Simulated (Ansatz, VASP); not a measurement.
ZrC in VASP and in Ansatz

INCAR

```
SYSTEM = ZrC
PREC = Accurate
ENCUT = 520
EDIFF = 1E-6
ISMEAR = 0
SIGMA = 0.1
LREAL = .FALSE.
LASPH = .TRUE.
NELM = 100
ALGO = Normal
ISIF = 2
LWAVE = .FALSE.
LCHARG = .FALSE.
GGA = PS
NBANDS = 15
```

File KPOINTS:

```
Automatic mesh
0
G
  16 16 16
  0 0 0
```

POSCAR

```
ZrC
1.0
    0.0000000000      2.4099229103      2.4099229103
    2.4099229103      0.0000000000      2.4099229103
    2.4099229103      2.4099229103      0.0000000000
Zr C
1 1
Direct
    0.5000000000      0.5000000000      0.5000000000
    0.0000000000      0.0000000000      0.0000000000
```

Input for Ansatz:

```yaml
crystal:
  lattice:
    - [0.0, 2.4099229103, 2.4099229103]
    - [2.4099229103, 0.0, 2.4099229103]
    - [2.4099229103, 2.4099229103, 0.0]
  atoms:
    - { symbol: Zr, position: [0.5, 0.5, 0.5] }
    - { symbol: C, position: [0.0, 0.0, 0.0] }
basis:
  ecutwfc: 420
kpoints:
  mp_grid: { grid: [16, 16, 16] }
hamiltonian:
  xc: pbesol
scf:
  occupations: { method: gaussian, width: 0.1 }
output:
  forces: true
  stress: true
  eigenvalues: true
```

Alike in both runs: task single point; functional PBEsol; k mesh 16 × 16 × 16; occupations gaussian, width 0.1 eV; no spin polarisation.

|  | VASP | Ansatz |
| --- | --- | --- |
| version | VASP 6.6.1 | Ansatz 0.2.0 |
| potentials or method | VASP PAW PBE potentials, release 64 (Zr_sv, C), cutoff 520 eV | scalar-relativistic, plane waves, PAW |
| valence electrons in the cell | 16 | 16 |

```tsv
	VASP	Ansatz	Ansatz less VASP
gap on the k mesh at the Fermi level (eV)	none	none	-
pressure (GPa)	-18.3	-18.6	-0.27
```

VASP's potentials were made for PBE, not for PBEsol. A gap of «none» marks a metal or a gap that the smearing closes. With one functional, cell and mesh, what is left measures potentials, basis and numerics.
